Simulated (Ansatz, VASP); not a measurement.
**Two plane-wave programs on MgO**

File POSCAR:

```
MgO
1.0
    2.6238541418      0.0000000000      0.0000000000
    0.0000000000      2.6238541418      0.0000000000
    0.0000000000      0.0000000000      2.6238541418
Mg O
1 1
Direct
    0.0000000000      0.0000000000      0.0000000000
    0.5000000000      0.5000000000      0.5000000000
```

INCAR.step1

```
SYSTEM = MgO
  PREC = Accurate
  ENCUT = 660
  ISMEAR = 0
  SIGMA = 0.05
  LREAL = .FALSE.
  LASPH = .TRUE.
  NELM = 120
  NBANDS = 15
  GGA = PE
  ALGO = Normal
  EDIFF = 1E-5
  LWAVE = .TRUE.
  LCHARG = .FALSE.
  GGA_COMPAT = .FALSE.
```

INCAR.step2

```
SYSTEM = MgO
  PREC = Accurate
  ENCUT = 660
  EDIFF = 1E-6
  ISMEAR = 0
  SIGMA = 0.05
  LREAL = .FALSE.
  LASPH = .TRUE.
  NELM = 120
  ALGO = Normal
  ISIF = 2
  LWAVE = .FALSE.
  LCHARG = .TRUE.
  METAGGA = R2SCAN
  LMIXTAU = .TRUE.
  LELF = .TRUE.
  LVHAR = .TRUE.
  NBANDS = 15
  ISTART = 1
  GGA_COMPAT = .FALSE.
```

File KPOINTS:

```
Automatic mesh
0
G
  8 8 8
  0 0 0
```

Input for Ansatz:

```yaml
crystal:
  lattice:
    - [2.6238541418, 0.0, 0.0]
    - [0.0, 2.6238541418, 0.0]
    - [0.0, 0.0, 2.6238541418]
  atoms:
    - { symbol: Mg, position: [0.0, 0.0, 0.0] }
    - { symbol: O, position: [0.5, 0.5, 0.5] }
basis:
  ecutwfc: 500
  ecutrho_ratio: 4
kpoints:
  mp_grid: { grid: [8, 8, 8] }
hamiltonian:
  xc: r2scan
scf:
  occupations: { method: gaussian, width: 0.05 }
output:
  forces: true
  stress: true
  eigenvalues: true
```

Alike in both runs: task single point; functional r2SCAN; k mesh 8 × 8 × 8; occupations gaussian, width 0.05 eV; no spin polarisation.

|  | VASP | Ansatz |
| --- | --- | --- |
| version | VASP 6.6.1 | Ansatz 0.2.0 |
| potentials or method | VASP PAW PBE potentials, release 64 (Mg_sv, O), cutoff 660 eV | scalar-relativistic, plane waves, PAW |
| valence electrons in the cell | 16 | 16 |

|  | VASP | Ansatz | Ansatz less VASP |
| --- | --- | --- | --- |
| gap on the k mesh at the Fermi level (eV) | 3.52 | 3.49 | -0.039 |
| least direct gap on the mesh (eV) | 4.58 | 4.54 | -0.040 |
| pressure (GPa) | -0.2 | -0.1 | +0.15 |

VASP's potentials were made for PBE, not for r2SCAN.
